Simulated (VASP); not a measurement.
Write the native input for VASP 6.6.1 that does the following.

| Item | Value |
| --- | --- |
| Task | single point |
| Functional | PBE |
| Potentials or basis | VASP PAW PBE potentials, release 64 (Cu, O) |
| Cutoff | 520 eV |
| k mesh | 7 × 7 × 4 |
| Occupations | fermi-dirac, width 0.05 eV |
| Spin | collinear spin |
| Starting moments | [1.0, -1.0, 0.0, 0.0] μB |
| Hubbard terms | Cu d U = 4.0 eV |
| Dipole correction | no |
| Further INCAR settings | ALGO = Normal; EDIFF = 1e-06; NBANDS = 29 |

The structure of CuO lies in POSCAR:

```
CuO
1.0
    2.3446500000     -1.7134000000      0.0000000000
    2.3446500000      1.7134000000      0.0000000000
   -0.8605500000      0.0000000000      5.0594400000
Cu O
2 2
Direct
    0.0032000000      0.4968000000      0.0000000000
    0.4968000000      0.0032000000      0.5000000000
    0.5714000000      0.4056000000      0.2537000000
    0.4056000000      0.5714000000      0.7537000000
```

The input as run:

INCAR

```
SYSTEM = CuO
PREC = Accurate
ENCUT = 520
EDIFF = 1E-6
ISMEAR = -1
SIGMA = 0.05
LREAL = .False.
LASPH = .True.
NELM = 150
ALGO = Normal
ISIF = 2
LWAVE = .False.
LCHARG = .False.
ISPIN = 2
MAGMOM = 1 -1 0 0
LORBIT = 11
LMAXMIX = 4
LDAU = .True.
LDAUTYPE = 2
LDAUL = 2 -1
LDAUU = 4 0
LDAUJ = 0 0
LDAUPRINT = 1
GGA = PE
NBANDS = 29
```

KPOINTS

```
Automatic mesh
0
Gamma
  7 7 4
  0 0 0
```

Potentials or basis: VASP PAW PBE potentials, release 64 (Cu, O).

The run is started by

```sh
$ cat potpaw_PBE.64/Cu/POTCAR potpaw_PBE.64/O/POTCAR > POTCAR
$ mpirun -np 1 vasp_std > vasp.out
```

It gave:

- Pressure: 4.1 GPa
- Largest force: 0.769 eV/Å
- Band gap on the k mesh: 0.60 eV (least direct gap 0.89 eV)
- Net moment: 0.00 μB per cell
- Site moments: Cu +0.57, -0.57; O -0.00, +0.00 μB
- Valence electrons inside the program's atomic spheres: Cu 9.93; O 4.99

Caveat: the cell stands under pressure; semilocal functionals underestimate gaps, and a narrow one can read as zero.

It took 64 s on 1 thread of Intel(R) Xeon(R) 6975P-C (Granite Rapids) (shared host), peak memory 0.23 GiB.
